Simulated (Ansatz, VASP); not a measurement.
## AlAu4: VASP beside Ansatz

```
Al Au
1.0
     2.40677   -1.69015   -0.04849
     2.40677    1.69015   -0.04849
    -1.17753    0.00000   10.46796
Al Au
1 4
Direct
  0.00000 0.00000 0.00000
  0.56851 0.56851 0.79849
  0.21656 0.21656 0.62638
  0.78344 0.78344 0.37362
  0.43149 0.43149 0.20151
```

Alike in both runs: task single point; functional PBEsol; k mesh 12 × 12 × 4; occupations gaussian, width 0.1 eV; no spin polarisation.

|  | VASP | Ansatz |
| --- | --- | --- |
| version | VASP 6.6.1 | Ansatz 0.2.0 |
| potentials or method | VASP PAW PBE potentials, release 64 (Al, Au), cutoff 520 eV | scalar-relativistic, plane waves, PAW |
| valence electrons in the cell | 47 | 79 |

|  | VASP | Ansatz | Ansatz less VASP |
| --- | --- | --- | --- |
| gap on the k mesh at the Fermi level (eV) | none | none | - |
| pressure (GPa) | 19.6 | 19.9 | +0.30 |
| traceless stress, the component that is largest in VASP (GPa) | 17.55 | 17.67 | +0.115 |
| rms of the force components (eV/Å) | 3.746 | 3.764 | +0.0182 |

VASP's potentials were made for PBE, not for PBEsol. Atom by atom the forces differ by 0.018 eV/Å (rms over components). A gap of «none» marks a metal or a gap that the smearing closes. VASP's potentials hold 47 valence electrons a cell and Ansatz's 79, so a difference there can come from the potentials and not from the codes.

Spin-orbit coupling is off throughout.
